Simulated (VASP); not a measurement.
# NiGe15 (F-43m) in VASP: single point with PBEsol+U

Aim: the single point of NiGe15 with PBEsol+U.

Program: VASP 6.6.1. These are calculated values, not measurements. Logs are shortened: lines on timing, memory, paths and dates and some standing lists are left out, and cuts for length are marked.

**1. The cell of the first run**

It takes space group F-43m (No. 216, cubic). The conventional cell has a = 11.315 Å, b = 11.315 Å, c = 11.315 Å, α = 90.00°, β = 90.00°, γ = 90.00°. Within 3.0 Å of Ni (site symmetry -43m) lie 4 Ge at 2.27 Å. Within 3.3 Å of Ge (site symmetry 2mm) lie 4 Ge at 2.47 to 2.49 Å. Ge (site symmetry -43m) has 4 Ge at 2.49 Å within 3.3 Å. Within 3.0 Å of Ge (site symmetry 3m) lie 1 Ni at 2.27 Å and 3 Ge at 2.49 Å. Ge (site symmetry 3m) has 4 Ge at 2.47 to 2.49 Å within 3.3 Å.

**2. Single point, PBEsol+U**

INCAR reads:

```
PREC = Accurate
ENCUT = 520
EDIFF = 1E-6
ISMEAR = 0
SIGMA = 0.05
LREAL = Auto
LASPH = True
NELM = 150
ALGO = Normal
ISIF = 2
LWAVE = False
LCHARG = False
LMAXMIX = 4
LDAU = True
LDAUTYPE = 2
LDAUL = 2 -1
LDAUU = 7 0
LDAUJ = 0 0
LDAUPRINT = 1
GGA = PS
NBANDS = 124
```

KPOINTS reads:

```
Automatic mesh
0
Gamma
  3 3 3
```

POSCAR reads:

```
NiGe15
1.0
    0.0000000000      5.6575400000      5.6575400000
    5.6575400000      0.0000000000      5.6575400000
    5.6575400000      5.6575400000      0.0000000000
Ni Ge
1 15
Direct
    1.0000000000      0.0000000000      0.0000000000
    0.0045283752      0.0045283752      0.4954716248
    0.0045283752      0.4954716248      0.0045283752
    0.0045283752      0.4954716248      0.4954716248
    0.4954716248      0.0045283752      0.0045283752
    0.4954716248      0.0045283752      0.4954716248
    0.4954716248      0.4954716248      0.0045283752
    0.5000000000      0.5000000000      0.5000000000
    0.1156763553      0.1156763553      0.1156763553
    0.1156763553      0.1156763553      0.6529709342
    0.1156763553      0.6529709342      0.1156763553
    0.1193427411      0.6268857530      0.6268857530
    0.6529709342      0.1156763553      0.1156763553
    0.6268857530      0.1193427411      0.6268857530
    0.6268857530      0.6268857530      0.1193427411
    0.6268857530      0.6268857530      0.6268857530
```

Potentials or basis: VASP PAW PBE potentials, release 64 (Ni, Ge_d).

Run with:

```sh
$ cat potpaw_PBE.64/Ni/POTCAR potpaw_PBE.64/Ge_d/POTCAR > POTCAR
$ mpirun -np 1 vasp_std > vasp.out
```

OUTCAR:

```text
PREC = Accurate
   ENCUT = 520
   EDIFF = 1E-6
   ISMEAR = 0
   LREAL = Auto
   LASPH = True
   NELM = 150
   ISIF = 2
   GGA = PS

 ion  position               nearest neighbor table
   1  0.000  0.000  0.000-  10 2.27  11 2.27  13 2.27   9 2.27
   2  0.005  0.005  0.495-  12 2.47  14 2.47   9 2.49  10 2.49
   3  0.005  0.495  0.005-  12 2.47  15 2.47   9 2.49  11 2.49
   4  0.005  0.495  0.495-  16 2.47  12 2.47  10 2.49  11 2.49
   5  0.495  0.005  0.005-  14 2.47  15 2.47   9 2.49  13 2.49
   6  0.495  0.005  0.495-  16 2.47  14 2.47  10 2.49  13 2.49
[... 8 lines left out ...]
  15  0.627  0.627  0.119-   3 2.47   5 2.47   7 2.47   8 2.49
  16  0.627  0.627  0.627-   4 2.47   6 2.47   7 2.47   8 2.49

  LATTYP: Found a face centered cubic cell.
 ALAT       =    11.3150800000

  Lattice vectors:

 A1 = (   0.0000000000,   5.6575400000,   5.6575400000)
 A2 = (   5.6575400000,   0.0000000000,   5.6575400000)
 A3 = (   5.6575400000,   5.6575400000,   0.0000000000)

Analysis of symmetry for initial positions (statically):
=====================================================================
 Subroutine PRICEL returns:
 Original cell was already a primitive cell.

 Routine SETGRP: Setting up the symmetry group for a
 face centered cubic supercell.

 Subroutine GETGRP returns: Found 24 space group operations
 (whereof 24 operations were pure point group operations)
 out of a pool of 48 trial point group operations.

The static configuration has the point symmetry T_d .

Analysis of symmetry for dynamics (positions and initial velocities):
=====================================================================
 Subroutine PRICEL returns:
 Original cell was already a primitive cell.

 Routine SETGRP: Setting up the symmetry group for a
 face centered cubic supercell.

 Subroutine GETGRP returns: Found 24 space group operations
 (whereof 24 operations were pure point group operations)
 out of a pool of 48 trial point group operations.

The dynamic configuration has the point symmetry T_d .

 Subroutine INISYM returns: Found 24 space group operations
 (whereof 24 operations are pure point group operations),
 and found     1 'primitive' translations

----------------------------------------------------------------------------------------

                                     Primitive cell

  volume of cell :     362.1704

  direct lattice vectors                    reciprocal lattice vectors
     0.000000000  5.657540000  5.657540000    -0.088377634  0.088377634  0.088377634
     5.657540000  0.000000000  5.657540000     0.088377634 -0.088377634  0.088377634
     5.657540000  5.657540000  0.000000000     0.088377634  0.088377634 -0.088377634

  length of vectors
     8.000969798  8.000969798  8.000969798     0.153074553  0.153074553  0.153074553

  position of ions in fractional coordinates (direct lattice)
     0.000000000  0.000000000  0.000000000
     0.004528375  0.004528375  0.495471625
     0.004528375  0.495471625  0.004528375
     0.004528375  0.495471625  0.495471625
     0.495471625  0.004528375  0.004528375
     0.495471625  0.004528375  0.495471625
[... 8 lines left out ...]
     0.626885753  0.626885753  0.119342741
     0.626885753  0.626885753  0.626885753

  ion indices of the primitive-cell ions
   primitive index   ion index
                 1           1
                 2           2
                 3           3
                 4           4
                 5           5
                 6           6
[... 8 lines left out ...]
                15          15
                16          16
[... 41 lines left out ...]
 SYSTEM =  unknown system
   PREC   = accura    normal or accurate (medium, high low for compatibility)
   ISTART =      0    job   : 0-new  1-cont  2-samecut
   ICHARG =      2    charge: 1-file 2-atom 10-const
   ISPIN  =      1    spin polarized calculation?
   LNONCOLLINEAR =      F non collinear calculations
   LSORBIT =      F    spin-orbit coupling
   LASPH  =      T    aspherical Exc in radial PAW
   ENCUT  =  520.0 eV  38.22 Ry    6.18 a.u.  14.88 14.88 14.88*2*pi/ulx,y,z
   NELM   =    150;   NELMIN=  2; NELMDL= -5     # of ELM steps
   EDIFF  = 0.1E-05   stopping-criterion for ELM
   LREAL  =      T    real-space projection
   EDIFFG = 0.1E-04   stopping-criterion for IOM
   NSW    =      0    number of steps for IOM
   IBRION =     -1    ionic relax: 0-MD 1-quasi-New 2-CG
   NFREE  =      0    steps in history (QN), initial steepest desc. (CG)
   ISIF   =      2    stress and relaxation
   ISYM   =      2    0-nonsym 1-usesym 2-fastsym
   POTIM  = 0.5000    time-step for ionic-motion
   TEBEG  =    0.0;   TEEND  =   0.0 temperature during run
   PSTRESS=    0.0 pullay stress
   NELECT =     220.0000    total number of electrons
   NUPDOWN=      -1.0000    fix difference up-down
   EMIN   =  10.00;   EMAX   =-10.00  energy-range for DOS
   EFERMI =   0.00;   METHOD = LEGACY
   ISMEAR =     0;   SIGMA  =   0.05  broadening in eV -4-tet -1-fermi 0-gaus
   EFERMI_NEDOS =   21; number of points for ismear=-14 and -15
   IALGO  =     38    algorithm
   IMIX   =      4    mixing-type and parameters
     AMIX     =   0.40;   BMIX     =  1.00
     AMIX_MAG =   1.60;   BMIX_MAG =  1.00
  volume/ion in A,a.u.               =      22.64       152.75
  Fermi-wavevector in a.u.,A,eV,Ry     =   1.386473  2.620054 26.154581  1.922307
  Thomas-Fermi vector in A             =   2.510785
   LORBIT       =      0    0 simple, 1 ext, 2 COOP (PROOUT), +10 PAW based schemes
 LDA+U is selected, type is set to LDAUTYPE =  2
   angular momentum for each species LDAUL =     2   -1
   U (eV)           for each species LDAUU =   7.0  0.0
   J (eV)           for each species LDAUJ =   0.0  0.0
   GGA     = PS    functional components
   LHFCALC =     F    Hartree Fock is set to
   AEXX    =    0.0000 exact exchange contribution
   IVDW    =     0    specifies the selected vdW correction
   LEPSILON=     F    determine dielectric tensor
   LRPA    =     F    only Hartree local field effects (RPA)
 non-spin polarized calculation
 Gauss-broadening in eV      SIGMA  =   0.05
  energy-cutoff  :      520.00
  volume of cell :      362.17
 maximum number of plane-waves:      9765
   NGX = 29   NGY = 29   NGZ = 29

atom =   1  type =  1  l = 2

 onsite density matrix

spin component  1

  0.8652 -0.0000  0.0000  0.0000 -0.0000
 -0.0000  0.8652 -0.0000  0.0000 -0.0000
  0.0000 -0.0000  0.9239 -0.0000 -0.0000
  0.0000  0.0000 -0.0000  0.8652  0.0000
 -0.0000 -0.0000 -0.0000  0.0000  0.9239

spin component  2

  0.8652 -0.0000  0.0000  0.0000 -0.0000
 -0.0000  0.8652 -0.0000  0.0000 -0.0000
  0.0000 -0.0000  0.9239 -0.0000 -0.0000
  0.0000  0.0000 -0.0000  0.8652  0.0000
 -0.0000 -0.0000 -0.0000  0.0000  0.9239

 occupancies and eigenvectors

  o =  0.8652  v =  1.0000  0.0000  0.0000  0.0000  0.0000  0.0000  0.0000  0.0000  0.0000  0.0000      0.0000  0.0000  0.0000  0.0000  0.0000  0.0000  0.0000  0.0000  0.0000  0.0000
  o =  0.8652  v =  0.0000  0.0000  0.0000  0.0000  0.0000  1.0000  0.0000  0.0000  0.0000  0.0000      0.0000  0.0000  0.0000  0.0000  0.0000  0.0000  0.0000  0.0000  0.0000  0.0000
  o =  0.8652  v =  0.0000  0.9991  0.0000  0.0421  0.0000  0.0000  0.0000  0.0000  0.0000  0.0000      0.0000  0.0000  0.0000  0.0000  0.0000  0.0000  0.0000  0.0000  0.0000  0.0000
  o =  0.8652  v =  0.0000  0.0000  0.0000  0.0000  0.0000  0.0000  0.9991  0.0000  0.0421  0.0000      0.0000  0.0000  0.0000  0.0000  0.0000  0.0000  0.0000  0.0000  0.0000  0.0000
  o =  0.8652  v =  0.0000  0.0421  0.0000 -0.9991  0.0000  0.0000  0.0000  0.0000  0.0000  0.0000      0.0000  0.0000  0.0000  0.0000  0.0000  0.0000  0.0000  0.0000  0.0000  0.0000
  o =  0.8652  v =  0.0000  0.0000  0.0000  0.0000  0.0000  0.0000  0.0421  0.0000 -0.9991  0.0000      0.0000  0.0000  0.0000  0.0000  0.0000  0.0000  0.0000  0.0000  0.0000  0.0000
  o =  0.9239  v =  0.0000  0.0000  0.0000  0.0000  0.0000  0.0000  0.0000 -1.0000 -0.0000  0.0000      0.0000  0.0000  0.0000  0.0000  0.0000  0.0000  0.0000  0.0000  0.0000  0.0000
  o =  0.9239  v =  0.0000  0.0000 -1.0000 -0.0000  0.0000  0.0000  0.0000  0.0000  0.0000  0.0000      0.0000  0.0000  0.0000  0.0000  0.0000  0.0000  0.0000  0.0000  0.0000  0.0000
  o =  0.9239  v =  0.0000  0.0000  0.0000  0.0000  0.0000  0.0000 -0.0000  0.0000 -0.0000  1.0000      0.0000  0.0000  0.0000  0.0000  0.0000  0.0000  0.0000  0.0000  0.0000  0.0000
  o =  0.9239  v =  0.0000 -0.0000  0.0000 -0.0000  1.0000  0.0000  0.0000  0.0000  0.0000  0.0000      0.0000  0.0000  0.0000  0.0000  0.0000  0.0000  0.0000  0.0000  0.0000  0.0000

 number of electron     219.9999956 magnetization

 Free energy of the ion-electron system (eV)
  ---------------------------------------------------
  ext. energy  EPLUGINS =         0.00000000
  ---------------------------------------------------
  free energy    TOTEN  =       -75.12914611 eV

  energy without entropy =      -75.11242734  energy(sigma->0) =      -75.12078672

 E-fermi :   3.9064     XC(G=0): -10.1039

 val. band max:        3.9063580982   @ k =   0.3333   0.0000   0.0000
 cond. band min:       3.9063643186   @ k =   0.3333   0.0000   0.0000
 fundamental gap:      0.0000062204
 Fermi energy:         3.9063621828

 k-point     1 :       0.0000    0.0000    0.0000
  band No.  band energies     occupation
      1     -20.2693      2.00000
      2     -20.2693      2.00000
      3     -20.2693      2.00000
      4     -20.2104      2.00000
      5     -20.2104      2.00000
      6     -20.2104      2.00000
[... 489 lines left out ...]
    121       7.8702      0.00000
    122       8.0193      0.00000
 [bands above 122 left out]

------------------------ aborting loop because EDIFF is reached ----------------------------------------

  FORCE on cell =-STRESS in cart. coord.  units (eV):
  Direction    XX          YY          ZZ          XY          YZ          ZX
  --------------------------------------------------------------------------------------
  -------------------------------------------------------------------------------------
  Total       -4.2076199     -4.2076199     -4.2076199     -0.0000000     -0.0000000      0.0000000
  in kB      -18.6137635    -18.6137635    -18.6137635     -0.0000000     -0.0000000      0.0000000
  external PRESSURE =     -18.6137635 kB  Pullay stress =       0.0000000 kB

 VOLUME and BASIS-vectors are now :
 -----------------------------------------------------------------------------
  energy-cutoff  :      520.00
  volume of cell :      362.17
      direct lattice vectors                 reciprocal lattice vectors
     0.000000000  5.657540000  5.657540000    -0.088377634  0.088377634  0.088377634
     5.657540000  0.000000000  5.657540000     0.088377634 -0.088377634  0.088377634
     5.657540000  5.657540000  0.000000000     0.088377634  0.088377634 -0.088377634

 POSITION                                       TOTAL-FORCE (eV/Angst)
 -----------------------------------------------------------------------------------
      0.00000      0.00000      0.00000         0.000000      0.000000      0.000000
      2.82877      2.82877      0.05124         0.000000      0.000000      0.015849
      2.82877      0.05124      2.82877         0.000000      0.015849      0.000000
      5.60630      2.82877      2.82877        -0.015849      0.000000      0.000000
      0.05124      2.82877      2.82877         0.015849      0.000000      0.000000
      2.82877      5.60630      2.82877         0.000000     -0.015849      0.000000
[... 8 lines left out ...]
      4.22182      4.22182      7.09326        -0.001846     -0.001846      0.001846
      7.09326      7.09326      7.09326         0.001846      0.001846      0.001846
 -----------------------------------------------------------------------------------
    total drift:                               -0.000002     -0.000002     -0.000002

  FREE ENERGIE OF THE ION-ELECTRON SYSTEM (eV)
  ---------------------------------------------------
  free  energy   TOTEN  =       -75.1291461115 eV

  energy  without entropy=      -75.1124273367  energy(sigma->0) =      -75.12078672
```

Wall time 4.9 min (1 thread of Intel Xeon Platinum 8559C (Emerald Rapids), shared host); peak memory 0.52 GiB.

Results:

```yaml
Free_energy: -75.1291 eV
Pressure: -1.9 GPa
Largest_force: 0.339 eV/Å
Band_gap_on_the_k_mesh: zero (bands 110 and 111 overlap by 0.98 eV)
```

Forces in eV/Å, atoms in the order of the input:
```
Ni   0.000  0.000  0.000
Ge   0.000  0.000  0.016
Ge   0.000  0.016  0.000
Ge  -0.016  0.000  0.000
Ge   0.016  0.000  0.000
Ge   0.000 -0.016  0.000
Ge   0.000  0.000 -0.016
Ge   0.000  0.000  0.000
Ge  -0.196 -0.196 -0.196
Ge   0.196  0.196 -0.196
Ge   0.196 -0.196  0.196
Ge   0.002 -0.002 -0.002
Ge  -0.196  0.196  0.196
Ge  -0.002  0.002 -0.002
Ge  -0.002 -0.002  0.002
Ge   0.002  0.002  0.002
```

Eigenvalues of the final occupation matrices:
```csv
site,spin,trace,eigenvalues
site 1 d,1,4.44,0.87 0.87 0.87 0.92 0.92
site 1 d,2,4.44,0.87 0.87 0.87 0.92 0.92
```

Caveat: the PAW data sets were made with another functional, which shifts forces and pressure a little; U without spin polarisation on a metal has little footing; the U is typed as a test and isn't derived for this compound. Spin polarisation is off, so any magnetic state and its effect on volume and gap are missing.
